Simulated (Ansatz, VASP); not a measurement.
AlFe3B: VASP beside Ansatz

Contents of INCAR:

```
  PREC = Accurate
  ENCUT = 520
  EDIFF = 1E-6
  ISMEAR = -1
  SIGMA = 0.05
  LREAL = F
  LASPH = T
  NELM = 150
  ALGO = Normal
  ISIF = 2
  LWAVE = F
  LCHARG = F
  ISPIN = 2
  MAGMOM = 6 6 6 0 0
  LORBIT = 11
  NUPDOWN = 18.0
  LMAXMIX = 4
  GGA = PS
  NBANDS = 27
```

File KPOINTS:

```
regular mesh
0
Gamma
  6 6 6
```

The input POSCAR:

```
AlFe3B
1.0
    3.8223220000      0.0000000000      0.0000000000
    0.0000000000      3.8223220000      0.0000000000
    0.0000000000      0.0000000000      3.8223220000
Fe Al B
3 1 1
Direct
    0.0000000000      0.0000000000      0.5000000000
    0.0000000000      0.5000000000      0.0000000000
    0.5000000000      0.0000000000      0.0000000000
    0.5000000000      0.5000000000      0.5000000000
    0.0000000000      0.0000000000      0.0000000000
```

File input.yaml:

```yaml
crystal:
  lattice:
    - [3.822322, 0.0, 0.0]
    - [0.0, 3.822322, 0.0]
    - [0.0, 0.0, 3.822322]
  atoms:
    - { symbol: Fe, position: [0.0, 0.0, 0.5], spin: 6.0 }
    - { symbol: Fe, position: [0.0, 0.5, 0.0], spin: 6.0 }
    - { symbol: Fe, position: [0.5, 0.0, 0.0], spin: 6.0 }
    - { symbol: Al, position: [0.5, 0.5, 0.5] }
    - { symbol: B, position: [0.0, 0.0, 0.0] }
hamiltonian:
  xc: pbesol
  pseudopotentials: { kind: paw }
magnetization:
  spin_polarized: true
  initial_magnetization: 18.0
  spin_locking: { lock_magnetization: hard }
kpoints:
  mp_grid: { grid: [6, 6, 6] }
scf:
  occupations: { method: fermi_dirac, width: 0.05 }
  lower_state_search: "off"
output:
  forces: true
  stress: true
  eigenvalues: true
```

Alike in both runs: task single point; functional PBEsol; k mesh 6 × 6 × 6; occupations fermi-dirac, width 0.05 eV; collinear spin; fixed moment 18 μB.

|  | VASP | Ansatz |
| --- | --- | --- |
| version | VASP 6.6.1 | Ansatz 0.2.0 |
| potentials or method | VASP PAW PBE potentials, release 64 (Fe, Al, B) | Ansatz PAW |
| plane-wave cutoff (eV) | 520 | 420 |
| valence electrons in the cell | 30 | 54 |

VASP gave:

| Item | Value |
| --- | --- |
| net moment per atom (μB) | 3.60 |
| size of the moment on the site where the two differ most (μB) | 4.64 |

**Question.** Estimate Ansatz's values.

**Answer.** net moment per atom (μB): 3.60; size of the moment on the site where the two differ most (μB): 3.75.

VASP's potentials were made for PBE, not for PBEsol. Site moments also hang on the region over which each program counts them. VASP's potentials hold 30 valence electrons a cell and Ansatz's 54, so a difference there can come from the potentials and not from the codes.
